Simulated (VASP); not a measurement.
# BeI5 (F-43m) in VASP: notebook, part 2 of 2

VASP 6.6.1. Earlier steps stand in the parts before.

## (3) Single point, PBE

This run uses another cell than the first one, of 37.30 Å³/atom.

Contents of INCAR:

```
SYSTEM = BeI5
PREC = Accurate ; ENCUT = 520
EDIFF = 1E-6 ; ISMEAR = 0
SIGMA = 0.1 ; LREAL = .FALSE.
LASPH = .TRUE. ; NELM = 80
ALGO = Fast ; ISIF = 2
LWAVE = .FALSE. ; LCHARG = .TRUE.
GGA = PE ; LELF = .TRUE.
LVHAR = .TRUE. ; NBANDS = 28
```

Contents of KPOINTS:

```
regular mesh
0
G
  8 8 8
  0 0 0
```

Contents of POSCAR:

```
BeI5
1.0
    0.0000000000      4.8189139120      4.8189139120
    4.8189139120      0.0000000000      4.8189139120
    4.8189139120      4.8189139120      0.0000000000
Be I
1 5
Direct
    0.0000000000      0.0000000000      0.0000000000
    0.7500000000      0.7500000000      0.7500000000
    0.3754093995      0.3754093995      0.8737718016
    0.3754093995      0.8737718016      0.3754093995
    0.3754093995      0.3754093995      0.3754093995
    0.8737718016      0.3754093995      0.3754093995
```

Potentials or basis: VASP PAW PBE potentials, release 64 (Be, I).

Command:

```bash
> cat potpaw_PBE.64/Be/POTCAR potpaw_PBE.64/I/POTCAR > POTCAR
> mpirun -np 1 vasp_std > vasp.out
```

OUTCAR:

```text
SYSTEM = BeI5
   PREC = Accurate
   ENCUT = 520
   EDIFF = 1E-6
   ISMEAR = 0
   LREAL = .FALSE.
   LASPH = .TRUE.
   NELM = 80
   ISIF = 2
   GGA = PE

 ion  position               nearest neighbor table
   1  0.000  0.000  0.000-
   2  0.750  0.750  0.750-
   3  0.375  0.375  0.874-   4 3.40   5 3.40   6 3.40   5 3.42   4 3.42   6 3.42
   4  0.375  0.874  0.375-   3 3.40   5 3.40   6 3.40   3 3.42   5 3.42   6 3.42
   5  0.375  0.375  0.375-   3 3.40   4 3.40   6 3.40   3 3.42   4 3.42   6 3.42
   6  0.874  0.375  0.375-   3 3.40   4 3.40   5 3.40   5 3.42   3 3.42   4 3.42

  LATTYP: Found a face centered cubic cell.
 ALAT       =     9.6378278240

  Lattice vectors:

 A1 = (   0.0000000000,   4.8189139120,   4.8189139120)
 A2 = (   4.8189139120,   0.0000000000,   4.8189139120)
 A3 = (   4.8189139120,   4.8189139120,   0.0000000000)

Analysis of symmetry for initial positions (statically):
=====================================================================
 Subroutine PRICEL returns:
 Original cell was already a primitive cell.

 Routine SETGRP: Setting up the symmetry group for a
[... 182 lines left out ...]
 fundamental gap:      0.0159526330
 Fermi energy:         2.9730638669

 k-point     1 :       0.0000    0.0000    0.0000
  band No.  band energies     occupation
      1     -10.6626      2.00000
      2      -8.8834      2.00000
      3      -8.8834      2.00000
      4      -8.8834      2.00000
      5      -7.9251      2.00000
      6      -2.7993      2.00000
[... 733 lines left out ...]
     27      10.1122      0.00000
     28      10.1874      0.00000

 [... further k-points ...]

------------------------ aborting loop because EDIFF is reached ----------------------------------------

  FORCE on cell =-STRESS in cart. coord.  units (eV):
  Direction    XX          YY          ZZ          XY          YZ          ZX
  --------------------------------------------------------------------------------------
  -------------------------------------------------------------------------------------
  Total        0.0276780      0.0276780      0.0276780      0.0000000      0.0000000      0.0000000
  in kB        0.1981377      0.1981377      0.1981377      0.0000000      0.0000000      0.0000000
  external PRESSURE =       0.1981377 kB  Pullay stress =       0.0000000 kB

 VOLUME and BASIS-vectors are now :
 -----------------------------------------------------------------------------
  energy-cutoff  :      520.00
  volume of cell :      223.81
      direct lattice vectors                 reciprocal lattice vectors
     0.000000000  4.818913912  4.818913912    -0.103757820  0.103757820  0.103757820
     4.818913912  0.000000000  4.818913912     0.103757820 -0.103757820  0.103757820
     4.818913912  4.818913912  0.000000000     0.103757820  0.103757820 -0.103757820

 POSITION                                       TOTAL-FORCE (eV/Angst)
 -----------------------------------------------------------------------------------
      0.00000      0.00000      0.00000         0.000000      0.000000      0.000000
      7.22837      7.22837      7.22837         0.000000      0.000000      0.000000
      6.01970      6.01970      3.61813         0.007397      0.007397     -0.007397
      6.01970      3.61813      6.01970         0.007397     -0.007397      0.007397
      3.61813      3.61813      3.61813        -0.007397     -0.007397     -0.007397
      3.61813      6.01970      6.01970        -0.007397      0.007397      0.007397
 -----------------------------------------------------------------------------------
    total drift:                               -0.000001     -0.000001     -0.000001

  FREE ENERGIE OF THE ION-ELECTRON SYSTEM (eV)
  ---------------------------------------------------
  free  energy   TOTEN  =        -5.8450009879 eV

  energy  without entropy=       -5.7871642036  energy(sigma->0) =       -5.81608260
```

OSZICAR:

```text
N       E                     dE             d eps       ncg     rms          rms(c)
DAV:   1     0.200973648852E+03    0.20097E+03   -0.13541E+04  1624   0.105E+03
DAV:   2     0.118284364997E+02   -0.18915E+03   -0.18269E+03  2224   0.159E+02
DAV:   3    -0.626031032092E+01   -0.18089E+02   -0.17829E+02  1920   0.562E+01
DAV:   4    -0.668459580424E+01   -0.42429E+00   -0.42394E+00  1976   0.102E+01
DAV:   5    -0.669432615249E+01   -0.97303E-02   -0.97298E-02  1876   0.166E+00    0.948E+00
RMM:   6    -0.596656197752E+01    0.72776E+00   -0.73803E-01  1700   0.229E+00    0.563E+00
RMM:   7    -0.591599950236E+01    0.50562E-01   -0.28395E-01  1825   0.165E+00    0.416E+00
RMM:   8    -0.585150960976E+01    0.64490E-01   -0.53062E-02  1925   0.972E-01    0.266E+00
RMM:   9    -0.584947723748E+01    0.20324E-02   -0.34936E-02  1853   0.778E-01    0.419E-01
RMM:  10    -0.584558389812E+01    0.38933E-02   -0.54787E-03  1945   0.375E-01    0.224E-01
RMM:  11    -0.584674410534E+01   -0.11602E-02   -0.25995E-03  1873   0.218E-01    0.197E-01
RMM:  12    -0.584515256099E+01    0.15915E-02   -0.15643E-03  1874   0.142E-01    0.765E-02
RMM:  13    -0.584500382572E+01    0.14874E-03   -0.16237E-04  1915   0.685E-02    0.144E-02
RMM:  14    -0.584500074603E+01    0.30797E-05   -0.26332E-05  2095   0.303E-02    0.940E-03
RMM:  15    -0.584500098792E+01   -0.24189E-06   -0.51018E-06  1585   0.128E-02
   1 F= -.58450010E+01 E0= -.58160826E+01  d E =-.578368E-01
```

It took 10 min on 1 thread of Oxide Virtual Turin-like, shared host; peak memory 0.44 GiB.

Results:

```
Free energy            : -5.8450 eV
Pressure               : 0.0 GPa
Largest force          : 0.013 eV/Å
Band gap on the k mesh : zero (an odd number of electrons rules out a gap without spin polarisation)
```

Forces in eV/Å, atoms in the order of the input:
```
Be   0.000  0.000  0.000
I    0.000  0.000  0.000
I    0.007  0.007 -0.007
I    0.007 -0.007  0.007
I   -0.007 -0.007 -0.007
I   -0.007  0.007  0.007
```

Caveat: spin-orbit coupling is left out, which moves the levels of the heavy elements; an odd number of electrons without spin polarisation forces a metal; a magnetic or distorted state may lie lower.

## (4) Relaxation of cell and atoms, PBE

Contents of INCAR:

```
ALGO = Fast
EDIFF = 1E-6
EDIFFG = -0.01
ENCUT = 600
GGA = PE
IBRION = 2
ISIF = 3
ISMEAR = 0
LASPH = T
LCHARG = F
LREAL = F
LWAVE = F
NELM = 80
NSW = 100
PREC = Accurate
SIGMA = 0.1
```

Contents of KPOINTS:

```
k-points
0
Gamma
  8 8 8
```

Contents of POSCAR:

```
BeI5
1.0
    0.0000000000      4.8674073300      4.8674073300
    4.8674073300      0.0000000000      4.8674073300
    4.8674073300      4.8674073300      0.0000000000
Be I
1 5
Direct
    0.0000000000      0.0000000000      0.0000000000
    0.7500000000      0.7500000000      0.7500000000
    0.3758891600      0.3758891600      0.8723325100
    0.3758891600      0.8723325100      0.3758891600
    0.3758891600      0.3758891600      0.3758891600
    0.8723325100      0.3758891600      0.3758891600
```

Potentials or basis: VASP PAW PBE potentials, release 64 (Be, I).

Command:

```bash
> cat potpaw_PBE.64/Be/POTCAR potpaw_PBE.64/I/POTCAR > POTCAR
> mpirun -np 1 vasp_std > vasp.out
```

OUTCAR:

```text
EDIFF = 1E-6
   EDIFFG = -0.01
   ENCUT = 600
   GGA = PE
   IBRION = 2
   ISIF = 3
   ISMEAR = 0
   LASPH = T
   LREAL = F
   NELM = 80
   NSW = 100
   PREC = Accurate

 ion  position               nearest neighbor table
   1  0.000  0.000  0.000-
   2  0.750  0.750  0.750-
   3  0.376  0.376  0.872-   4 3.42   5 3.42   6 3.42   5 3.47   4 3.47   6 3.47
   4  0.376  0.872  0.376-   3 3.42   5 3.42   6 3.42   3 3.47   5 3.47   6 3.47
   5  0.376  0.376  0.376-   3 3.42   4 3.42   6 3.42   3 3.47   4 3.47   6 3.47
   6  0.872  0.376  0.376-   3 3.42   4 3.42   5 3.42   5 3.47   3 3.47   4 3.47

  LATTYP: Found a face centered cubic cell.
 ALAT       =     9.7348146600

  Lattice vectors:

 A1 = (   0.0000000000,   4.8674073300,   4.8674073300)
 A2 = (   4.8674073300,   0.0000000000,   4.8674073300)
 A3 = (   4.8674073300,   4.8674073300,   0.0000000000)

Analysis of symmetry for initial positions (statically):
=====================================================================
 Subroutine PRICEL returns:
 Original cell was already a primitive cell.

 Routine SETGRP: Setting up the symmetry group for a
 face centered cubic supercell.

 Subroutine GETGRP returns: Found 24 space group operations
 (whereof 24 operations were pure point group operations)
 out of a pool of 48 trial point group operations.

The static configuration has the point symmetry T_d .

Analysis of symmetry for dynamics (positions and initial velocities):
=====================================================================
 Subroutine PRICEL returns:
 Original cell was already a primitive cell.

 Routine SETGRP: Setting up the symmetry group for a
 face centered cubic supercell.

 Subroutine GETGRP returns: Found 24 space group operations
 (whereof 24 operations were pure point group operations)
 out of a pool of 48 trial point group operations.

The dynamic configuration has the point symmetry T_d .

 Subroutine INISYM returns: Found 24 space group operations
 (whereof 24 operations are pure point group operations),
 and found     1 'primitive' translations

----------------------------------------------------------------------------------------

                                     Primitive cell

  volume of cell :     230.6339

  direct lattice vectors                    reciprocal lattice vectors
     0.000000000  4.867407330  4.867407330    -0.102724092  0.102724092  0.102724092
     4.867407330  0.000000000  4.867407330     0.102724092 -0.102724092  0.102724092
     4.867407330  4.867407330  0.000000000     0.102724092  0.102724092 -0.102724092

  length of vectors
     6.883553460  6.883553460  6.883553460     0.177923347  0.177923347  0.177923347

  position of ions in fractional coordinates (direct lattice)
     0.000000000  0.000000000  0.000000000
     0.750000000  0.750000000  0.750000000
     0.375889160  0.375889160  0.872332510
     0.375889160  0.872332510  0.375889160
     0.375889160  0.375889160  0.375889160
     0.872332510  0.375889160  0.375889160

  ion indices of the primitive-cell ions
   primitive index   ion index
                 1           1
                 2           2
                 3           3
                 4           4
                 5           5
                 6           6

[... 51 lines left out ...]
 -0.375000  0.250000  0.125000     24.000000
 [... further k-points ...]
   k-points           NKPTS =     29   k-points in BZ     NKDIM =     29   number of bands    NBANDS=     22
   number of dos      NEDOS =    301   number of ions     NIONS =      6
   total plane-waves  NPLWV = 175616
   dimension x,y,z NGX =    56 NGY =   56 NGZ =   56
   dimension x,y,z NGXF=   112 NGYF=  112 NGZF=  112
   ions per type =               1   5
   NGX,Y,Z   is equivalent  to a cutoff of  13.52, 13.52, 13.52 a.u.
   NGXF,Y,Z  is equivalent  to a cutoff of  27.05, 27.05, 27.05 a.u.
 SYSTEM =  unknown system
   PREC   = accura    normal or accurate (medium, high low for compatibility)
   ISTART =      0    job   : 0-new  1-cont  2-samecut
   ICHARG =      2    charge: 1-file 2-atom 10-const
   ISPIN  =      1    spin polarized calculation?
   LNONCOLLINEAR =      F non collinear calculations
   LSORBIT =      F    spin-orbit coupling
   LASPH  =      T    aspherical Exc in radial PAW
   ENCUT  =  600.0 eV  44.10 Ry    6.64 a.u.  13.75 13.75 13.75*2*pi/ulx,y,z
   NELM   =     80;   NELMIN=  2; NELMDL= -5     # of ELM steps
   EDIFF  = 0.1E-05   stopping-criterion for ELM
   LREAL  =      F    real-space projection
   EDIFFG = -.1E-01   stopping-criterion for IOM
   NSW    =    100    number of steps for IOM
   IBRION =      2    ionic relax: 0-MD 1-quasi-New 2-CG
   NFREE  =      1    steps in history (QN), initial steepest desc. (CG)
   ISIF   =      3    stress and relaxation
   ISYM   =      2    0-nonsym 1-usesym 2-fastsym
   POTIM  = 0.5000    time-step for ionic-motion
   TEBEG  =    0.0;   TEEND  =   0.0 temperature during run
   PSTRESS=    0.0 pullay stress
   NELECT =      37.0000    total number of electrons
   NUPDOWN=      -1.0000    fix difference up-down
   EMIN   =  10.00;   EMAX   =-10.00  energy-range for DOS
   EFERMI =   0.00;   METHOD = LEGACY
   ISMEAR =     0;   SIGMA  =   0.10  broadening in eV -4-tet -1-fermi 0-gaus
   EFERMI_NEDOS =   21; number of points for ismear=-14 and -15
   IALGO  =     68    algorithm
   IMIX   =      4    mixing-type and parameters
     AMIX     =   0.40;   BMIX     =  1.00
     AMIX_MAG =   1.60;   BMIX_MAG =  1.00
  volume/ion in A,a.u.               =      38.44       259.40
  Fermi-wavevector in a.u.,A,eV,Ry     =   0.889545  1.680996 10.766148  0.791290
  Thomas-Fermi vector in A             =   2.011119
   LORBIT       =      0    0 simple, 1 ext, 2 COOP (PROOUT), +10 PAW based schemes
   GGA     = PE    functional components
   LHFCALC =     F    Hartree Fock is set to
   AEXX    =    0.0000 exact exchange contribution
   IVDW    =     0    specifies the selected vdW correction
   LEPSILON=     F    determine dielectric tensor
   LRPA    =     F    only Hartree local field effects (RPA)
 conjugate gradient relaxation of ions
 non-spin polarized calculation
 RMM-DIIS sequential band-by-band and
 Gauss-broadening in eV      SIGMA  =   0.10
  energy-cutoff  :      600.00
  volume of cell :      230.63
 maximum number of plane-waves:      7768
   NGX = 27   NGY = 27   NGZ = 27

--------------------------------------- Ionic step        1  -------------------------------------------

 number of electron      37.0000001 magnetization

 Free energy of the ion-electron system (eV)
  ---------------------------------------------------
  ext. energy  EPLUGINS =         0.00000000
  ---------------------------------------------------
  free energy    TOTEN  =        -5.83340402 eV

  energy without entropy =       -5.77404049  energy(sigma->0) =       -5.80372225

------------------------ aborting loop because EDIFF is reached ----------------------------------------

  FORCE on cell =-STRESS in cart. coord.  units (eV):
  Direction    XX          YY          ZZ          XY          YZ          ZX
  --------------------------------------------------------------------------------------
  -------------------------------------------------------------------------------------
  Total       -0.7087011     -0.7087011     -0.7087011     -0.0000000     -0.0000000     -0.0000000
  in kB       -4.9232354     -4.9232354     -4.9232354     -0.0000000     -0.0000000     -0.0000000
  external PRESSURE =      -4.9232354 kB  Pullay stress =       0.0000000 kB
[... 187 lines left out ...]
--------------------------------------- Ionic step        6  -------------------------------------------

 number of electron      37.0000003 magnetization

 Free energy of the ion-electron system (eV)
  ---------------------------------------------------
  ext. energy  EPLUGINS =         0.00000000
  ---------------------------------------------------
  free energy    TOTEN  =        -5.84522376 eV

  energy without entropy =       -5.78725306  energy(sigma->0) =       -5.81623841

 E-fermi :   2.9573     XC(G=0):  -8.3214

 val. band max:        2.9513520384   @ k =  -0.2500   0.1250   0.0000
 cond. band min:       2.9683249096   @ k =  -0.2500   0.5000   0.2500
 fundamental gap:      0.0169728711
 Fermi energy:         2.9573441948

 k-point     1 :       0.0000    0.0000    0.0000
  band No.  band energies     occupation
      1     -10.6695      2.00000
      2      -8.8964      2.00000
      3      -8.8964      2.00000
      4      -8.8964      2.00000
      5      -7.9372      2.00000
      6      -2.8036      2.00000
[... 589 lines left out ...]
     21       3.4128      0.00000
     22       6.0101      0.00000

 [... further k-points ...]

------------------------ aborting loop because EDIFF is reached ----------------------------------------

  FORCE on cell =-STRESS in cart. coord.  units (eV):
  Direction    XX          YY          ZZ          XY          YZ          ZX
  --------------------------------------------------------------------------------------
  -------------------------------------------------------------------------------------
  Total       -0.0085684     -0.0085684     -0.0085684     -0.0000000     -0.0000000      0.0000000
  in kB       -0.0612487     -0.0612487     -0.0612487     -0.0000000     -0.0000000      0.0000000
  external PRESSURE =      -0.0612487 kB  Pullay stress =       0.0000000 kB
[... 21 lines left out ...]
  FREE ENERGIE OF THE ION-ELECTRON SYSTEM (eV)
  ---------------------------------------------------
  free  energy   TOTEN  =        -5.8452237555 eV

  energy  without entropy=       -5.7872530618  energy(sigma->0) =       -5.81623841

 reached required accuracy - stopping structural energy minimisation
```

CONTCAR:

```text
BeI5
   1.00000000000000
    -0.0000000000000001    4.8212746561686082    4.8212746561686082
     4.8212746561686082    0.0000000000000000    4.8212746561686082
     4.8212746561686082    4.8212746561686082    0.0000000000000000
  Be              I
     1     5
Direct
     0.0000000000000000    0.0000000000000000    1.0000000000000000
     0.7500000000000000    0.7500000000000000    0.7500000000000000
     0.3753604730588868    0.3753604730588868    0.8739185708233389
     0.3753604730588868    0.8739185708233389    0.3753604730588868
     0.3753604730588868    0.3753604730588868    0.3753604730588868
     0.8739185708233389    0.3753604730588868    0.3753604730588868

  0.00000000E+00  0.00000000E+00  0.00000000E+00
  0.00000000E+00  0.00000000E+00  0.00000000E+00
  0.00000000E+00  0.00000000E+00  0.00000000E+00
  0.00000000E+00  0.00000000E+00  0.00000000E+00
  0.00000000E+00  0.00000000E+00  0.00000000E+00
  0.00000000E+00  0.00000000E+00  0.00000000E+00
```

Wall time 35 min (1 thread of Oxide Virtual Turin-like, shared host); peak memory 0.5 GiB.

Results:

```yaml
Free_energy: -5.8452 eV
Relaxed_volume: 37.36 Å³/atom
Relaxed_cell: a = 6.818 Å, b = 6.818 Å, c = 6.818 Å, α = 60.00°, β = 60.00°, γ = 60.00°
Space_group_after_relaxing_to_0.1_Å: F-43m (No. 216)
Energy_gained_by_relaxing: 2.0 meV/atom
Ionic_steps: 6
Pressure_after_relaxing: 0.0 GPa
Largest_force_after_relaxing: 0.006 eV/Å
Band_gap_on_the_k_mesh: zero (an odd number of electrons rules out a gap without spin polarisation)
```

Forces on the atoms (eV/Å):
```
Be   0.000  0.000  0.000
I    0.000  0.000  0.000
I    0.003  0.003 -0.003
I    0.003 -0.003  0.003
I   -0.003 -0.003 -0.003
I   -0.003  0.003  0.003
```

Step by step:
| step | energy change (eV) | largest force (eV/Å) | pressure (GPa) | volume (Å³) |
| --- | --- | --- | --- | --- |
| 1 | 0.0000 | 0.0658 | -0.49 | 230.63 |
| 2 | -0.0094 | 0.0484 | -0.23 | 226.71 |
| 3 | -0.0115 | 0.0288 | 0.01 | 223.12 |
| 4 | -0.0114 | 0.0280 | 0.08 | 222.97 |
| 5 | -0.0118 | 0.0143 | 0.03 | 223.69 |
| 6 | -0.0118 | 0.0059 | -0.01 | 224.14 |

Final structure:
```yaml
crystal:
  lattice:
    - [0.00000, 4.82127, 4.82127]
    - [4.82127, 0.00000, 4.82127]
    - [4.82127, 4.82127, 0.00000]
  atoms:
    - { symbol: Be, position: [0.00000, 0.00000, 0.00000] }
    - { symbol: I, position: [0.75000, 0.75000, 0.75000] }
    - { symbol: I, position: [0.37536, 0.37536, 0.87392] }
    - { symbol: I, position: [0.37536, 0.87392, 0.37536] }
    - { symbol: I, position: [0.37536, 0.37536, 0.37536] }
    - { symbol: I, position: [0.87392, 0.37536, 0.37536] }
```

Levels at points of the mesh, in eV from the Fermi level:
| k point | band 17 | band 18 | band 19 | band 20 | band 21 | band 22 |
| --- | --- | --- | --- | --- | --- | --- |
| (0.00, 0.00, 0.00) | 0.11 | 0.11 | 0.73 | 0.73 | 0.73 | 3.25 |
| (0.50, 0.00, 0.00) | -0.25 | -0.12 | 0.13 | 0.67 | 0.67 | 2.97 |
| (0.50, 0.50, 0.00) | -0.27 | -0.27 | -0.02 | 0.51 | 0.51 | 2.94 |

Caveat: spin-orbit coupling is left out, which moves the levels of the heavy elements; an odd number of electrons without spin polarisation forces a metal; a magnetic or distorted state may lie lower.

## (5) The runs side by side

```tsv
task	cell	k mesh	cutoff (eV)	gap on the mesh (eV)	pressure (GPa)	largest force (eV/Å)
single point	a = 6.884 Å, angles 60.0°, 6 atoms, atomic positions A	4 × 4 × 4	520	none	-0.5	0.08
single point	a = 6.815 Å, angles 60.0°, 6 atoms, atomic positions B	8 × 8 × 8	520	none	0.0	0.01
relaxation of cell and atoms	relaxed from a = 6.884 Å, angles 60.0°, 6 atoms, atomic positions A	8 × 8 × 8	600	none	0.0	0.01
```

Alike in all rows: level PBE; potentials or basis VASP PAW PBE potentials, release 64 (Be, I); no spin polarisation; smearing gaussian 0.1 eV.

Caveats: spin-orbit coupling is left out, which moves the levels of the heavy elements; an odd number of electrons without spin polarisation forces a metal; a magnetic or distorted state may lie lower.

Total energies depend on the potentials used, so only differences within one code and one set of settings carry meaning.

The gap in the log of VASP goes by the Fermi energy; the results here count the filled bands.